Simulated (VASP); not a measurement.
# Be7Se8 (a cell with a defect) in VASP: notebook

Runs on Be7Se8 (a cell with a defect). Level: PBEsol. Tasks: single point.

Everything below comes from runs of VASP 6.6.1. Logs are shortened: lines on timing, memory, paths and dates and some standing lists are left out, and cuts for length are marked.

## 1. The cell of the first run

The cell holds a defect, 15 atoms: a = 7.236 Å, b = 7.236 Å, c = 7.236 Å, α = 60.00°, β = 60.00°, γ = 60.00°.

## 2. Single point, PBEsol

Input file INCAR:

```
SYSTEM = Be7Se8
  PREC = Accurate
  ENCUT = 520
  EDIFF = 1E-6
  ISMEAR = 0
  SIGMA = 0.1
  LREAL = Auto
  LASPH = .TRUE.
  NELM = 60
  ALGO = Normal
  ISIF = 2
  LWAVE = .FALSE.
  LCHARG = .TRUE.
  GGA = PS
  LELF = .TRUE.
  LVHAR = .TRUE.
  NBANDS = 44
```

Input file KPOINTS:

```
regular mesh
0
G
  3 3 3
  0 0 0
```

Input file POSCAR:

```
Be7Se8
1.0
    0.0000000000      5.1164660000      5.1164660000
    5.1164660000      0.0000000000      5.1164660000
    5.1164660000      5.1164660000      0.0000000000
Be Se
7 8
Direct
   -0.0047170254     -0.0151574348      0.0188691765
    0.0168343736     -0.0152608265      0.5142773352
   -0.0047169277      0.5015954372      0.0188690788
    0.4914138001      0.0128410899     -0.0165059242
    0.4991894796      0.0181699634      0.4852091268
    0.6080852487      0.4864251028     -0.0803453986
    0.4991894796      0.4980214859      0.4852091268
    0.1192721695      0.1218348759      0.1376481345
    0.1358175741      0.1025706024      0.6485208736
    0.0547327003      0.6172080495      0.2114412565
    0.1358175741      0.6136810056      0.6485208736
    0.6155641413      0.1435357921      0.1060921738
    0.6372640803      0.1253808781      0.6125644146
    0.6155641413      0.6353979485      0.1060921738
    0.6613883489      0.6443404491      0.5505208087
```

Potentials or basis: VASP PAW PBE potentials, release 64 (Be, Se).

On the command line:

```bash
> cat potpaw_PBE.64/Be/POTCAR potpaw_PBE.64/Se/POTCAR > POTCAR
> mpirun -np 1 vasp_std > vasp.out
```

OUTCAR:

```text
SYSTEM = Be7Se8
   PREC = Accurate
   ENCUT = 520
   EDIFF = 1E-6
   ISMEAR = 0
   LREAL = Auto
   LASPH = .TRUE.
   NELM = 60
   ISIF = 2
   GGA = PS

 ion  position               nearest neighbor table
   1  0.995  0.985  0.019-   9 2.19  10 2.23   8 2.24  12 2.26
   2  0.017  0.985  0.514-   9 2.19  11 2.19   8 2.23  13 2.25
   3  0.995  0.502  0.019-  11 2.19  10 2.23   8 2.24  14 2.26
   4  0.491  0.013  0.983-  13 2.20   8 2.21  12 2.23  14 2.23
   5  0.499  0.018  0.485-   9 2.17  13 2.20  15 2.24  12 2.24
   6  0.608  0.486  0.920-  12 2.14  14 2.14  15 2.22
   7  0.499  0.498  0.485-  11 2.17  13 2.20  15 2.24  14 2.24
   8  0.119  0.122  0.138-   4 2.21   2 2.23   1 2.24   3 2.24
   9  0.136  0.103  0.649-   5 2.17   1 2.19   2 2.19
  10  0.055  0.617  0.211-   3 2.23   1 2.23  15 2.66
  11  0.136  0.614  0.649-   7 2.17   3 2.19   2 2.19
  12  0.616  0.144  0.106-   6 2.14   4 2.23   5 2.24   1 2.26
  13  0.637  0.125  0.613-   4 2.20   7 2.20   5 2.20   2 2.25
  14  0.616  0.635  0.106-   6 2.14   4 2.23   7 2.24   3 2.26
  15  0.661  0.644  0.551-   6 2.22   5 2.24   7 2.24  10 2.66

  LATTYP: Found a face centered cubic cell.
 ALAT       =    10.2329320000

  Lattice vectors:

 A1 = (   0.0000000000,   5.1164660000,   5.1164660000)
 A2 = (   5.1164660000,   0.0000000000,   5.1164660000)
 A3 = (   5.1164660000,   5.1164660000,   0.0000000000)

Analysis of symmetry for initial positions (statically):
=====================================================================
 Subroutine PRICEL returns:
 Original cell was already a primitive cell.

 Routine SETGRP: Setting up the symmetry group for a
 face centered cubic supercell.

 Subroutine GETGRP returns: Found  2 space group operations
 (whereof  1 operations were pure point group operations)
 out of a pool of 48 trial point group operations.

The static configuration has the point symmetry C_1 .
 The point group associated with its full space group is C_1h.

Analysis of symmetry for dynamics (positions and initial velocities):
=====================================================================
 Subroutine PRICEL returns:
 Original cell was already a primitive cell.

 Routine SETGRP: Setting up the symmetry group for a
 face centered cubic supercell.
[... 129 lines left out ...]
   NUPDOWN=      -1.0000    fix difference up-down
   EMIN   =  10.00;   EMAX   =-10.00  energy-range for DOS
   EFERMI =   0.00;   METHOD = LEGACY
   ISMEAR =     0;   SIGMA  =   0.10  broadening in eV -4-tet -1-fermi 0-gaus
   EFERMI_NEDOS =   21; number of points for ismear=-14 and -15
   IALGO  =     38    algorithm
   IMIX   =      4    mixing-type and parameters
     AMIX     =   0.40;   BMIX     =  1.00
     AMIX_MAG =   1.60;   BMIX_MAG =  1.00
  volume/ion in A,a.u.               =      17.86       120.52
  Fermi-wavevector in a.u.,A,eV,Ry     =   1.005137  1.899434 13.745974  1.010301
  Thomas-Fermi vector in A             =   2.137797
   LORBIT       =      0    0 simple, 1 ext, 2 COOP (PROOUT), +10 PAW based schemes
   GGA     = PS    functional components
   LHFCALC =     F    Hartree Fock is set to
   AEXX    =    0.0000 exact exchange contribution
   IVDW    =     0    specifies the selected vdW correction
   LEPSILON=     F    determine dielectric tensor
   LRPA    =     F    only Hartree local field effects (RPA)
 non-spin polarized calculation
 Gauss-broadening in eV      SIGMA  =   0.10
  energy-cutoff  :      520.00
  volume of cell :      267.88
 maximum number of plane-waves:      7239
 NGX is ok and might be reduce to    54
   NGX = 27   NGY = 27   NGZ = 27

 number of electron      61.9999998 magnetization

 Free energy of the ion-electron system (eV)
  ---------------------------------------------------
  ext. energy  EPLUGINS =         0.00000000
  ---------------------------------------------------
  free energy    TOTEN  =       -67.76385809 eV

  energy without entropy =      -67.74783228  energy(sigma->0) =      -67.75584518

 E-fermi :   3.5653     XC(G=0):  -9.5182

 val. band max:        3.5253538670   @ k =   0.0000   0.0000   0.3333
 cond. band min:       3.5886638033   @ k =   0.3333   0.0000   0.0000
 fundamental gap:      0.0633099364
 Fermi energy:         3.5653130819

 k-point     1 :       0.0000    0.0000    0.0000
  band No.  band energies     occupation
      1     -10.9514      2.00000
      2      -9.8382      2.00000
      3      -9.5222      2.00000
      4      -9.4154      2.00000
      5      -9.2674      2.00000
      6      -8.7947      2.00000
[... 449 lines left out ...]
     42       9.1394      0.00000
     43       9.2482      0.00000
 [bands above 43 left out]

------------------------ aborting loop because EDIFF is reached ----------------------------------------

  FORCE on cell =-STRESS in cart. coord.  units (eV):
  Direction    XX          YY          ZZ          XY          YZ          ZX
  --------------------------------------------------------------------------------------
  -------------------------------------------------------------------------------------
  Total       -0.8678451      0.8180332     -0.8678451     -0.6244579      0.6244586      2.6803379
  in kB       -5.1905396      4.8926170     -5.1905396     -3.7348525      3.7348566     16.0309718
  external PRESSURE =      -1.8294874 kB  Pullay stress =       0.0000000 kB

 VOLUME and BASIS-vectors are now :
 -----------------------------------------------------------------------------
  energy-cutoff  :      520.00
  volume of cell :      267.88
      direct lattice vectors                 reciprocal lattice vectors
     0.000000000  5.116466000  5.116466000    -0.097723702  0.097723702  0.097723702
     5.116466000  0.000000000  5.116466000     0.097723702 -0.097723702  0.097723702
     5.116466000  5.116466000  0.000000000     0.097723702  0.097723702 -0.097723702

 POSITION                                       TOTAL-FORCE (eV/Angst)
 -----------------------------------------------------------------------------------
      5.13546      5.18887     10.13125         0.002234      0.002715     -0.001350
      7.66967      2.71742      5.12452         0.001446     -0.003161     -0.001446
      2.66294      5.18887      7.65873         0.001350      0.002715     -0.002234
      5.09771      7.54632      2.58000         0.000940      0.003046     -0.000940
      2.57552      5.03664      2.64705        -0.003862      0.000414      0.001272
      7.19416      7.81663      5.60003        -0.001350     -0.012430      0.001350
      5.03067      5.03664      5.10220        -0.001272      0.000414      0.003862
      1.32764      1.31452      1.23362         0.003708     -0.001174     -0.003708
      3.84293      4.01304      1.21970         0.007798     -0.010785      0.010158
      4.23976      1.36187      3.43796         0.002622      0.014367     -0.002622
      6.45801      4.01304      3.83478        -0.010158     -0.010785     -0.007798
      1.27721      3.69233      3.88391        -0.005583     -0.000834     -0.012164
      3.77567      6.39470      3.90205        -0.002759      0.012105      0.002759
      3.79381      3.69233      6.40050         0.012164     -0.000834      0.005583
      6.11347      6.20069      6.68072        -0.007278      0.004230      0.007278
 -----------------------------------------------------------------------------------
    total drift:                               -0.010786     -0.012282      0.012237

  FREE ENERGIE OF THE ION-ELECTRON SYSTEM (eV)
  ---------------------------------------------------
  free  energy   TOTEN  =       -67.7638580866 eV

  energy  without entropy=      -67.7478322818  energy(sigma->0) =      -67.75584518
```

OSZICAR:

```text
N       E                     dE             d eps       ncg     rms          rms(c)
DAV:   1     0.275333213899E+03    0.27533E+03   -0.25048E+04   880   0.120E+03
DAV:   2    -0.401766825763E+02   -0.31551E+03   -0.30025E+03  1096   0.202E+02
DAV:   3    -0.686545626784E+02   -0.28478E+02   -0.28122E+02  1168   0.687E+01
DAV:   4    -0.691996655166E+02   -0.54510E+00   -0.54295E+00  1128   0.104E+01
DAV:   5    -0.692110362206E+02   -0.11371E-01   -0.11363E-01  1176   0.145E+00    0.980E+00
DAV:   6    -0.680338971416E+02    0.11771E+01   -0.13536E+00  1176   0.446E+00    0.575E+00
DAV:   7    -0.677793442203E+02    0.25455E+00   -0.11082E+00  1104   0.350E+00    0.186E+00
DAV:   8    -0.677818879154E+02   -0.25437E-02   -0.31517E-01  1176   0.207E+00    0.804E-01
DAV:   9    -0.677647654910E+02    0.17122E-01   -0.15653E-01  1184   0.136E+00    0.327E-01
DAV:  10    -0.677638691119E+02    0.89638E-03   -0.11479E-02  1040   0.464E-01    0.177E-01
DAV:  11    -0.677638213794E+02    0.47732E-04   -0.30493E-03  1104   0.187E-01    0.556E-02
DAV:  12    -0.677638380367E+02   -0.16657E-04   -0.25493E-04  1088   0.654E-02    0.343E-02
DAV:  13    -0.677638600305E+02   -0.21994E-04   -0.64392E-05  1032   0.315E-02    0.160E-02
DAV:  14    -0.677638575918E+02    0.24388E-05   -0.16909E-05  1112   0.147E-02    0.674E-03
DAV:  15    -0.677638580866E+02   -0.49482E-06   -0.32886E-06   840   0.795E-03
   1 F= -.67763858E+02 E0= -.67755845E+02  d E =-.160258E-01
```

It took 1.9 min on 1 thread of Intel Xeon 6975P-C (Granite Rapids), shared host; peak memory 0.42 GiB.

What came out:

| Quantity | Value |
| --- | --- |
| Free energy | -67.7639 eV |
| Pressure | -0.2 GPa |
| Largest force | 0.017 eV/Å |
| Band gap on the k mesh | zero (bands 31 and 32 overlap by 0.14 eV) |

Forces in eV/Å, atoms in the order of the input:
```
Be   0.002  0.003 -0.001
Be   0.001 -0.003 -0.001
Be   0.001  0.003 -0.002
Be   0.001  0.003 -0.001
Be  -0.004  0.000  0.001
Be  -0.001 -0.012  0.001
Be  -0.001  0.000  0.004
Se   0.004 -0.001 -0.004
Se   0.008 -0.011  0.010
Se   0.003  0.014 -0.003
Se  -0.010 -0.011 -0.008
Se  -0.006 -0.001 -0.012
Se  -0.003  0.012  0.003
Se   0.012 -0.001  0.006
Se  -0.007  0.004  0.007
```

Caveat: the PAW data sets were made with another functional, which shifts forces and pressure a little.

(Part 1 of 2 ends here.)
